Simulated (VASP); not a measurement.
# Se (P3_121) in VASP: a series of runs, part 2 of 2

VASP 6.6.1. Earlier steps stand in the parts before.

## Step 4: Single point, PBEsol+D3(BJ)

This run uses another cell than the first one, of the same volume but with other edges.

INCAR reads:

```
SYSTEM = Se
ALGO     = Normal         ! electronic algorithm
EDIFF    = 1E-6           ! SCF threshold, eV
ENCUT    = 520            ! plane-wave cutoff, eV
GGA      = PS             ! functional
ISIF     = 2              ! what is computed and relaxed
ISMEAR   = 0              ! smearing method
IVDW     = 12             ! dispersion correction
LASPH    = .True.         ! aspherical terms in the spheres
LCHARG   = .True.         ! write CHGCAR
LELF     = .True.         ! ELF
LREAL    = .False.        ! projectors in reciprocal space
LVHAR    = .True.       
LWAVE    = .False.        ! write WAVECAR
NBANDS   = 16             ! bands
NELM     = 80             ! most SCF steps
PREC     = Accurate       ! precision mode
SIGMA    = 0.03           ! smearing width, eV
```

KPOINTS reads:

```
k-points
0
Gamma
  12 12 8
  0 0 0
```

POSCAR reads:

```
Se
1.0
    4.0753478870      0.0000000000      0.0000000000
   -2.0376739435      3.5293547994      0.0000000000
    0.0000000000      0.0000000000      4.6719788176
Se
3
Direct
    0.1967354469      0.0000000000      0.3333333333
    0.0000000000      0.1967354469      0.6666666667
    0.8032645531      0.8032645531      0.0000000000
```

Potentials or basis: VASP PAW PBE potentials, release 64 (Se).

Run with:

```
$ cat potpaw_PBE.64/Se/POTCAR > POTCAR
$ mpirun -np 1 vasp_std > vasp.out
```

OUTCAR:

```text
SYSTEM = Se
   EDIFF = 1E-6
   ENCUT = 520
   GGA = PS
   ISIF = 2
   ISMEAR = 0
   IVDW = 12
   LASPH = .True.
   LREAL = .False.
   NELM = 80
   PREC = Accurate
 IVDW          = 12

 ion  position               nearest neighbor table
   1  0.197  0.000  0.333-   3 2.09   2 2.09
   2  0.000  0.197  0.667-   3 2.09   1 2.09
   3  0.803  0.803  0.000-   2 2.09   1 2.09

  LATTYP: Found a hexagonal cell.
 ALAT       =     4.0753478870
 C/A-ratio  =     1.1464000000

  Lattice vectors:

 A1 = (   4.0753478870,   0.0000000000,   0.0000000000)
 A2 = (  -2.0376739435,   3.5293547994,   0.0000000000)
 A3 = (   0.0000000000,   0.0000000000,   4.6719788176)

Analysis of symmetry for initial positions (statically):
=====================================================================
 Subroutine PRICEL returns:
 Original cell was already a primitive cell.

 Routine SETGRP: Setting up the symmetry group for a
 hexagonal supercell.

 Subroutine GETGRP returns: Found  6 space group operations
 (whereof  2 operations were pure point group operations)
 out of a pool of 24 trial point group operations.

The static configuration has the point symmetry C_2 .
[... 168 lines left out ...]
 cond. band min:       5.6334914822   @ k =   0.3333   0.3333   0.5000
 fundamental gap:      0.5717328496
 Fermi energy:         5.2632162746

 k-point     1 :       0.0000    0.0000    0.0000
  band No.  band energies     occupation
      1     -13.8861      2.00000
      2      -8.1777      2.00000
      3      -8.1777      2.00000
      4      -0.0289      2.00000
      5      -0.0289      2.00000
      6       0.0706      2.00000
[... 433 lines left out ...]
      3      -6.9531      2.00000
      4      -1.2327      2.00000
      5      -0.7166      2.00000
      6       0.7249      2.00000
[... 8 lines left out ...]
     15      12.1717      0.00000
     16      13.0113      0.00000

 [... further k-points ...]

------------------------ aborting loop because EDIFF is reached ----------------------------------------

 Edisp (eV)   -1.01415

 E8    (eV) :    -0.6414

  FORCE on cell =-STRESS in cart. coord.  units (eV):
  Direction    XX          YY          ZZ          XY          YZ          ZX
  --------------------------------------------------------------------------------------
  -------------------------------------------------------------------------------------
  Total       9.39126     9.39126    20.69273    -0.00000     0.00000    -0.00000
  in kB     223.90996   223.90996   493.36403    -0.00000     0.00000    -0.00000
  external pressure =      313.73 kB  Pullay stress =        0.00 kB

 VOLUME and BASIS-vectors are now :
 -----------------------------------------------------------------------------
  energy-cutoff  :      520.00
  volume of cell :       67.20
      direct lattice vectors                 reciprocal lattice vectors
     4.075347887  0.000000000  0.000000000     0.245377825  0.141668953  0.000000000
    -2.037673944  3.529354799  0.000000000     0.000000000  0.283337906  0.000000000
     0.000000000  0.000000000  4.671978818     0.000000000  0.000000000  0.214042066

 POSITION                                       TOTAL-FORCE (eV/Angst)
 -----------------------------------------------------------------------------------
      0.80177      0.00000      1.55733         7.347687      0.000000      0.000000
     -0.40088      0.69435      3.11465        -3.673843      6.363283     -0.000000
      1.63679      2.83501      0.00000        -3.673843     -6.363283     -0.000000
 -----------------------------------------------------------------------------------
    total drift:                               -0.000000     -0.000001      0.000000

  FREE ENERGIE OF THE ION-ELECTRON SYSTEM (eV)
  ---------------------------------------------------
  free  energy   TOTEN  =       -10.0902648688 eV

  energy  without entropy=      -10.0902648688  energy(sigma->0) =      -10.09026487
```

OSZICAR:

```text
N       E                     dE             d eps       ncg     rms          rms(c)
DAV:   1     0.859927999460E+02    0.85993E+02   -0.74569E+03  4192   0.953E+02
DAV:   2    -0.443250511599E+01   -0.90425E+02   -0.85725E+02  5768   0.164E+02
DAV:   3    -0.922497535872E+01   -0.47925E+01   -0.47786E+01  5224   0.426E+01
DAV:   4    -0.925282385990E+01   -0.27849E-01   -0.27845E-01  5368   0.386E+00
DAV:   5    -0.925300256259E+01   -0.17870E-03   -0.17870E-03  5416   0.300E-01    0.125E+01
DAV:   6    -0.912647879633E+01    0.12652E+00   -0.65084E-02  4808   0.143E+00    0.771E+00
DAV:   7    -0.907796225562E+01    0.48517E-01   -0.12446E-01  4792   0.195E+00    0.300E-01
DAV:   8    -0.907603912416E+01    0.19231E-02   -0.97504E-03  4680   0.611E-01    0.117E-01
DAV:   9    -0.907610072766E+01   -0.61604E-04   -0.49778E-04  5848   0.125E-01    0.310E-02
DAV:  10    -0.907611410984E+01   -0.13382E-04   -0.99639E-06  5096   0.218E-02    0.107E-02
DAV:  11    -0.907611723337E+01   -0.31235E-05   -0.31952E-06  5384   0.117E-02    0.526E-03
DAV:  12    -0.907611728723E+01   -0.53867E-07   -0.23585E-07  2984   0.300E-03
   1 F= -.10090265E+02 E0= -.10090265E+02  d E =-.229556E-23
```

Wall time 1.9 min (1 thread of Oxide Virtual Turin-like, shared host); peak memory 0.22 GiB.

Results:

```
Free energy                : -10.0903 eV
Pressure                   : 31.4 GPa
Largest force              : 7.348 eV/Å
Band gap on the k mesh     : 0.57 eV (least direct gap 0.88 eV)
Dispersion energy per atom : -0.338 eV
```

Forces on the atoms (eV/Å):
```
Se   7.348  0.000  0.000
Se  -3.674  6.363  0.000
Se  -3.674 -6.363  0.000
```

Levels at points of the mesh, in eV from the valence-band top:
```csv
k point,band 5,band 6,band 7,band 8,band 9,band 10,band 11,band 12,band 13,band 14
"(0.00, 0.00, 0.00)",-5.09,-4.99,-3.51,-3.51,-0.90,2.57,2.57,2.91,5.28,5.28
"(0.50, 0.00, 0.00)",-6.21,-4.71,-3.99,-3.07,-1.83,2.09,3.30,4.79,5.56,7.24
"(0.00, 0.00, 0.50)",-4.67,-4.67,-2.46,-2.46,-2.28,0.68,1.53,1.53,4.89,6.91
"(0.50, 0.00, 0.50)",-6.22,-5.74,-2.60,-2.59,-0.04,1.01,2.58,3.83,6.12,7.48
```

Caveat: the stress differs along the axes, from 22 to 49 GPa; semilocal functionals underestimate gaps, and a narrow one can read as zero; the PAW data sets were made with another functional, which shifts forces and pressure a little.

## Step 5: Single point, PBEsol+D3(BJ)

This run uses another cell than the first one, of the same volume but with other edges.

INCAR reads:

```
SYSTEM = Se
PREC = Accurate
ENCUT = 520
EDIFF = 1E-7
ISMEAR = 0
SIGMA = 0.03
LREAL = .FALSE.
LASPH = .TRUE.
NELM = 60
ALGO = Normal
ISIF = 2
LWAVE = .FALSE.
LCHARG = .FALSE.
GGA = PS
IVDW = 12
NBANDS = 16
```

KPOINTS reads:

```
Automatic mesh
0
G
  12 12 8
  0 0 0
```

POSCAR reads:

```
Se
1.0
    3.8854949922      0.0000000000      0.0000000000
   -1.9427474961      3.3649373695      0.0000000000
    0.0000000000      0.0000000000      5.1396971945
Se
3
Direct
    0.2396386035      0.0000000000      0.3333333333
    0.0000000000      0.2396386035      0.6666666667
    0.7603613965      0.7603613965      0.0000000000
```

Potentials or basis: VASP PAW PBE potentials, release 64 (Se).

Run with:

```
$ cat potpaw_PBE.64/Se/POTCAR > POTCAR
$ mpirun -np 1 vasp_std > vasp.out
```

OUTCAR:

```text
SYSTEM = Se
   PREC = Accurate
   ENCUT = 520
   EDIFF = 1E-7
   ISMEAR = 0
   LREAL = .FALSE.
   LASPH = .TRUE.
   NELM = 60
   ISIF = 2
   GGA = PS
   IVDW = 12
 IVDW          = 12

 ion  position               nearest neighbor table
   1  0.240  0.000  0.333-   3 2.35   2 2.35
   2  0.000  0.240  0.667-   3 2.35   1 2.35
   3  0.760  0.760  0.000-   2 2.35   1 2.35

  LATTYP: Found a hexagonal cell.
 ALAT       =     3.8854949922
 C/A-ratio  =     1.3227908426

  Lattice vectors:

 A1 = (   3.8854949922,   0.0000000000,   0.0000000000)
 A2 = (  -1.9427474961,   3.3649373695,   0.0000000000)
 A3 = (   0.0000000000,   0.0000000000,   5.1396971945)

Analysis of symmetry for initial positions (statically):
=====================================================================
 Subroutine PRICEL returns:
 Original cell was already a primitive cell.

 Routine SETGRP: Setting up the symmetry group for a
 hexagonal supercell.

 Subroutine GETGRP returns: Found  6 space group operations
 (whereof  2 operations were pure point group operations)
 out of a pool of 24 trial point group operations.

The static configuration has the point symmetry C_2 .
 The point group associated with its full space group is D_3 .

Analysis of symmetry for dynamics (positions and initial velocities):
=====================================================================
 Subroutine PRICEL returns:
 Original cell was already a primitive cell.

 Routine SETGRP: Setting up the symmetry group for a
 hexagonal supercell.

 Subroutine GETGRP returns: Found  6 space group operations
 (whereof  2 operations were pure point group operations)
 out of a pool of 24 trial point group operations.

The dynamic configuration has the point symmetry C_2 .
 The point group associated with its full space group is D_3 .

 Subroutine INISYM returns: Found  6 space group operations
 (whereof  2 operations are pure point group operations),
 and found     1 'primitive' translations

----------------------------------------------------------------------------------------

                                     Primitive cell

  volume of cell :      67.1987

  direct lattice vectors                    reciprocal lattice vectors
     3.885494992  0.000000000  0.000000000     0.257367466  0.148591176  0.000000000
    -1.942747496  3.364937370  0.000000000     0.000000000  0.297182351  0.000000000
     0.000000000  0.000000000  5.139697195     0.000000000  0.000000000  0.194563991

  length of vectors
     3.885494992  3.885494992  5.139697195     0.297182351  0.297182351  0.194563991

  position of ions in fractional coordinates (direct lattice)
     0.239638603  0.000000000  0.333333333
     1.000000000  0.239638603  0.666666667
     0.760361397  0.760361397  0.000000000

  ion indices of the primitive-cell ions
   primitive index   ion index
                 1           1
                 2           2
                 3           3

----------------------------------------------------------------------------------------

 KPOINTS: Automatic mesh

Automatic generation of k-mesh.
 Grid dimensions read from file:
 generate k-points for:   12   12    8

 Generating k-lattice:

  Cartesian coordinates                     Fractional coordinates (reciprocal lattice)
     0.021447289  0.012382598  0.000000000     0.083333333 -0.000000000  0.000000000
     0.000000000  0.024765196  0.000000000     0.000000000  0.083333333  0.000000000
     0.000000000  0.000000000  0.024320499     0.000000000  0.000000000  0.125000000

  Length of vectors
     0.024765196  0.024765196  0.024320499

  Shift w.r.t. Gamma in fractional coordinates (k-lattice)
     0.000000000  0.000000000  0.000000000

 Subroutine IBZKPT returns following result:
 ===========================================

 Found    131 irreducible k-points:

 Following reciprocal coordinates:
            Coordinates               Weight
  0.000000  0.000000  0.000000      1.000000
  0.083333  0.000000  0.000000      6.000000
  0.166667 -0.000000  0.000000      6.000000
  0.250000 -0.000000  0.000000      6.000000
  0.333333  0.000000  0.000000      6.000000
  0.416667  0.000000  0.000000      6.000000
[... 16 lines left out ...]
  0.166667 -0.000000  0.125000      6.000000
  0.000000  0.166667  0.125000      6.000000
 [... further k-points ...]
   k-points           NKPTS =    131   k-points in BZ     NKDIM =    131   number of bands    NBANDS=     16
   number of dos      NEDOS =    301   number of ions     NIONS =      3
   total plane-waves  NPLWV =  36000
   dimension x,y,z NGX =    30 NGY =   30 NGZ =   40
   dimension x,y,z NGXF=    60 NGYF=   60 NGZF=   80
   ions per type =               3
   NGX,Y,Z   is equivalent  to a cutoff of  12.84, 12.84, 12.94 a.u.
   NGXF,Y,Z  is equivalent  to a cutoff of  25.67, 25.67, 25.88 a.u.
 SYSTEM =  Se
   PREC   = accura    normal or accurate (medium, high low for compatibility)
   ISTART =      0    job   : 0-new  1-cont  2-samecut
   ICHARG =      2    charge: 1-file 2-atom 10-const
   ISPIN  =      1    spin polarized calculation?
   LNONCOLLINEAR =      F non collinear calculations
   LSORBIT =      F    spin-orbit coupling
   LASPH  =      T    aspherical Exc in radial PAW
   ENCUT  =  520.0 eV  38.22 Ry    6.18 a.u.   7.22  7.22  9.56*2*pi/ulx,y,z
   NELM   =     60;   NELMIN=  2; NELMDL= -5     # of ELM steps
   EDIFF  = 0.1E-06   stopping-criterion for ELM
   LREAL  =      F    real-space projection
   EDIFFG = 0.1E-05   stopping-criterion for IOM
   NSW    =      0    number of steps for IOM
   IBRION =     -1    ionic relax: 0-MD 1-quasi-New 2-CG
   NFREE  =      0    steps in history (QN), initial steepest desc. (CG)
   ISIF   =      2    stress and relaxation
   ISYM   =      2    0-nonsym 1-usesym 2-fastsym
   POTIM  = 0.5000    time-step for ionic-motion
   TEBEG  =    0.0;   TEEND  =   0.0 temperature during run
   PSTRESS=    0.0 pullay stress
   NELECT =      18.0000    total number of electrons
   NUPDOWN=      -1.0000    fix difference up-down
   EMIN   =  10.00;   EMAX   =-10.00  energy-range for DOS
   EFERMI =   0.00;   METHOD = LEGACY
   ISMEAR =     0;   SIGMA  =   0.03  broadening in eV -4-tet -1-fermi 0-gaus
   EFERMI_NEDOS =   21; number of points for ismear=-14 and -15
   IALGO  =     38    algorithm
   IMIX   =      4    mixing-type and parameters
     AMIX     =   0.40;   BMIX     =  1.00
     AMIX_MAG =   1.60;   BMIX_MAG =  1.00
  volume/ion in A,a.u.               =      22.40       151.16
  Fermi-wavevector in a.u.,A,eV,Ry     =   1.055307  1.994241 15.152432  1.113672
  Thomas-Fermi vector in A             =   2.190500
   LORBIT       =      0    0 simple, 1 ext, 2 COOP (PROOUT), +10 PAW based schemes
   GGA     = PS    functional components
   LHFCALC =     F    Hartree Fock is set to
   AEXX    =    0.0000 exact exchange contribution
   IVDW    =    12    specifies the selected vdW correction
   LEPSILON=     F    determine dielectric tensor
   LRPA    =     F    only Hartree local field effects (RPA)
 non-spin polarized calculation
 Gauss-broadening in eV      SIGMA  =   0.03
  energy-cutoff  :      520.00
  volume of cell :       67.20
 maximum number of plane-waves:      1830
 NGX is ok and might be reduce to    30

 number of electron      18.0000000 magnetization

 Free energy of the ion-electron system (eV)
  ---------------------------------------------------
  ext. energy  EPLUGINS =         0.00000000
  ---------------------------------------------------
  free energy    TOTEN  =       -11.40635385 eV

  energy without entropy =      -11.40633341  energy(sigma->0) =      -11.40634363

 E-fermi :   4.6530     XC(G=0): -10.0091

 val. band max:        4.6140949932   @ k =   0.3333   0.3333   0.5000
 cond. band min:       4.6848562751   @ k =   0.3333   0.3333   0.5000
 fundamental gap:      0.0707612819
 Fermi energy:         4.6530052618

 k-point     1 :       0.0000    0.0000    0.0000
  band No.  band energies     occupation
      1     -12.2345      2.00000
      2      -7.7794      2.00000
      3      -7.7794      2.00000
      4       0.7625      2.00000
      5       1.0289      2.00000
      6       1.0289      2.00000
[... 433 lines left out ...]
      3      -6.8211      2.00000
      4      -0.4631      2.00000
      5      -0.1248      2.00000
      6       1.0394      2.00000
[... 8 lines left out ...]
     15      12.3057      0.00000
     16      13.0351      0.00000

 [... further k-points ...]

------------------------ aborting loop because EDIFF is reached ----------------------------------------

 Edisp (eV)   -1.00859

 E8    (eV) :    -0.6367

  FORCE on cell =-STRESS in cart. coord.  units (eV):
  Direction    XX          YY          ZZ          XY          YZ          ZX
  --------------------------------------------------------------------------------------
  -------------------------------------------------------------------------------------
  Total       1.68699     1.68699     2.48658     0.00000     0.00000     0.00000
  in kB      40.22197    40.22197    59.28606     0.00000     0.00000     0.00000
  external pressure =       46.58 kB  Pullay stress =        0.00 kB

 VOLUME and BASIS-vectors are now :
 -----------------------------------------------------------------------------
  energy-cutoff  :      520.00
  volume of cell :       67.20
      direct lattice vectors                 reciprocal lattice vectors
     3.885494992  0.000000000  0.000000000     0.257367466  0.148591176  0.000000000
    -1.942747496  3.364937370  0.000000000     0.000000000  0.297182351  0.000000000
     0.000000000  0.000000000  5.139697195     0.000000000  0.000000000  0.194563991

 POSITION                                       TOTAL-FORCE (eV/Angst)
 -----------------------------------------------------------------------------------
      0.93111      0.00000      1.71323         1.026990     -0.000000     -0.000000
     -0.46556      0.80637      3.42646        -0.513495      0.889400      0.000000
      1.47719      2.55857      0.00000        -0.513495     -0.889400      0.000000
 -----------------------------------------------------------------------------------
    total drift:                               -0.000001     -0.000002     -0.000000

  FREE ENERGIE OF THE ION-ELECTRON SYSTEM (eV)
  ---------------------------------------------------
  free  energy   TOTEN  =       -12.4149435293 eV

  energy  without entropy=      -12.4149230818  energy(sigma->0) =      -12.41493331
```

stdout:

```text
POSCAR found type information on POSCAR Se
 POSCAR found :  1 types and       3 ions
 scaLAPACK will be used
 -----------------------------------------------------------------------------
|                                                                             |
|                                                                             |
|     You enforced a specific xc type in the INCAR file but a different       |
|     I HOPE YOU KNOW WHAT YOU ARE DOING!                                     |
|                                                                             |
 -----------------------------------------------------------------------------

 LDA part: xc-table for (Slater+PW92), standard interpolation
 POSCAR, INCAR and KPOINTS ok, starting setup
 FFT: planning ... GRIDC
 FFT: planning ... GRID_SOFT
 FFT: planning ... GRID
 WAVECAR not read
 entering main loop
```

It took 2.2 min on 1 thread of Oxide Virtual Turin-like, shared host; peak memory 0.23 GiB.

What came out:

```
Free energy                : -12.4149 eV
Pressure                   : 4.7 GPa
Largest force              : 1.027 eV/Å
Band gap on the k mesh     : 0.07 eV
Dispersion energy per atom : -0.336 eV
```

Forces in eV/Å, atoms in the order of the input:
```
Se   1.027  0.000  0.000
Se  -0.513  0.889  0.000
Se  -0.513 -0.889  0.000
```

Caveat: the cell stands under pressure; semilocal functionals underestimate gaps, and a narrow one can read as zero; the PAW data sets were made with another functional, which shifts forces and pressure a little. A k mesh can miss the band edges.

## Step 6: Summary

```csv
cell,gap on the mesh (eV),pressure (GPa),largest force (eV/Å)
"a = 3.976, b = 3.976, c = 4.909 Å, angles 90.0, 90.0, 120.0°, 3 atoms, atomic positions A",0.32,14.8,3.23
"a = 4.075, b = 4.075, c = 4.672 Å, angles 90.0, 90.0, 120.0°, 3 atoms, atomic positions B",0.49,9.3,1.50
"a = 4.075, b = 4.075, c = 4.672 Å, angles 90.0, 90.0, 120.0°, 3 atoms, atomic positions C",0.57,31.4,7.35
"a = 3.885, b = 3.885, c = 5.140 Å, angles 90.0, 90.0, 120.0°, 3 atoms, atomic positions B",0.07,4.7,1.03
```

Alike in all rows: task single point; level PBEsol+D3(BJ); potentials or basis VASP PAW PBE potentials, release 64 (Se); no spin polarisation; k mesh 12 × 12 × 8; cutoff (eV) 520; smearing gaussian 0.03 eV.

Caveats: semilocal functionals underestimate gaps, and a narrow one can read as zero; the PAW data sets were made with another functional, which shifts forces and pressure a little; the stress differs along the axes, from 11 to 22 GPa (at least some runs); the stress differs along the axes, from 7 to 15 GPa (at least some runs); the stress differs along the axes, from 22 to 49 GPa (at least some runs); the cell stands under pressure (at least some runs).

Absolute energies hang on the potentials; compare differences alone.
